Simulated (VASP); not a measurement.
A run of VASP 6.6.1 is set up as follows.

The input INCAR:

```
SYSTEM = Se
  ALGO = Normal
  EDIFF = 1E-6
  ENCUT = 520
  GGA_COMPAT = .False.
  ISIF = 2
  ISMEAR = -1
  LASPH = .True.
  LCHARG = .True.
  LORBIT = 11
  LORBMOM = .True.
  LREAL = .False.
  LSORBIT = .True.
  LVHAR = .True.
  LWAVE = .False.
  MAGMOM = 0 0 0 0 0 0 0 0 0
  NBANDS = 31
  NELM = 150
  PREC = Accurate
  SIGMA = 0.1
```

KPOINTS

```
Automatic mesh
0
Gamma
  5 5 5
  0 0 0.5
```

Contents of POSCAR:

```
Se
1.0
   -0.0279443700      4.2291315400      0.0057271900
    3.7241363100     -2.1395152400     -0.0081878600
   -0.1093318400     -0.0040102400     -3.4855106600
Se
3
Direct
    0.3523020000      0.6635900000      0.3515520000
    0.7000670000      0.3538900000      0.6882290000
    0.9801160000      0.0044210000      0.0108930000
```

Potentials or basis: VASP PAW LDA potentials, release 64 (Se).

Command:

```bash
$ cat potpaw_LDA.64/Se/POTCAR > POTCAR
$ mpirun -np 1 vasp_ncl > vasp.out
```

Q: Predict the largest force.

A: 0.674 eV/Å.

Q: Estimate the net moment.

A: 0.00 μB per cell.

Stress tensor (GPa, compression positive):
```
 7.21  0.12 -1.60
 0.12  7.48 -0.12
-1.60 -0.12 14.54
```

Caveat: the k points lie up to 0.36 Å⁻¹ apart.
